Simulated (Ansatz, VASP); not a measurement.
YZr2O2: VASP beside Ansatz

INCAR

```
  PREC = Accurate
  ENCUT = 520
  EDIFF = 1E-6
  ISMEAR = 0
  SIGMA = 0.1
  LREAL = False
  LASPH = True
  NELM = 80
  ALGO = Normal
  ISIF = 2
  LWAVE = False
  LCHARG = True
  GGA = PE
  LELF = True
  LVHAR = True
  NBANDS = 32
```

File KPOINTS:

```
Automatic mesh
0
Gamma
  6 6 4
```

File POSCAR:

```
YZr2O2
1.0
    4.1826983200      0.0000000000      0.0000000000
   -2.0913491600      3.6223230000      0.0000000000
    0.0000000000      0.0000000000      5.2341430000
Y Zr O
1 2 2
Direct
    0.6666666700      0.3333333300      0.5000000000
    0.3333333300      0.6666666700      0.6917512100
    0.3333333300      0.6666666700      0.3082487900
    0.6666666700      0.3333333300      0.0000000000
    0.3333333300      0.6666666700      0.0000000000
```

Input for Ansatz:

```yaml
crystal:
  lattice:
    - [4.18269832, 0.0, 0.0]
    - [-2.09134916, 3.622323, 0.0]
    - [0.0, 0.0, 5.234143]
  atoms:
    - { symbol: "Y", position: [0.66666667, 0.33333333, 0.5] }
    - { symbol: Zr, position: [0.33333333, 0.66666667, 0.69175121] }
    - { symbol: Zr, position: [0.33333333, 0.66666667, 0.30824879] }
    - { symbol: O, position: [0.66666667, 0.33333333, 0.0] }
    - { symbol: O, position: [0.33333333, 0.66666667, 0.0] }
basis:
  ecutwfc: 420
kpoints:
  mp_grid: { grid: [6, 6, 4] }
hamiltonian:
  xc: pbe
scf:
  occupations: { method: gaussian, width: 0.1 }
  lower_state_search: "off"
output:
  forces: true
  stress: true
  eigenvalues: true
```

Alike in both runs: task single point; functional PBE; k mesh 6 × 6 × 4; occupations gaussian, width 0.1 eV; no spin polarisation.

|  | VASP | Ansatz |
| --- | --- | --- |
| version | VASP 6.6.1 | Ansatz 0.2.0 |
| potentials or method | VASP PAW PBE potentials, release 64 (Y_sv, Zr_sv, O), cutoff 520 eV | scalar-relativistic, plane waves, PAW |
| valence electrons in the cell | 47 | 47 |

```csv
,VASP,Ansatz,Ansatz less VASP
gap on the k mesh at the Fermi level (eV),none,none,-
rms of the force components (eV/Å),1.642,1.657,+0.0150
```

Atom by atom the forces differ by 0.015 eV/Å (rms over components). A gap of «none» marks a metal or a gap that the smearing closes. The functional is the same, so the differences come from potentials, cutoffs and numerics.
